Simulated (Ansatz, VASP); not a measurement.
**C in VASP and in Ansatz**

```
CELL_PARAMETERS angstrom
2.51156 0.00000 0.00000
-1.25578 2.17508 0.00000
0.00000 0.00000 4.18036
ATOMIC_POSITIONS crystal
C 0.00000 0.00000 0.00023
C 0.00000 0.00000 0.37477
C 0.33333 0.66667 0.50023
C 0.33333 0.66667 0.87477
```

Alike in both runs: functional PBE; k mesh 12 × 12 × 6; occupations gaussian, width 0.02 eV; non-collinear spin, spin-orbit coupling.

Ansatz relaxed the structure, and its values are those at the end. VASP's run is a single point on that final structure, the one shown.

|  | VASP | Ansatz |
| --- | --- | --- |
| version | VASP 6.6.1 | Ansatz 0.2.0 |
| potentials or method | VASP PAW PBE potentials, release 64 (C) | scalar-relativistic, plane waves, PAW |
| plane-wave cutoff (eV) | 520 | 420 |
| valence electrons in the cell | 16 | 16 |

```csv
,VASP,Ansatz,Ansatz less VASP
pressure (GPa),0.6,0.0,-0.64
net moment per atom (μB),0.00,0.00,0.000
```

The functional is the same, so the differences come from potentials, cutoffs and numerics.
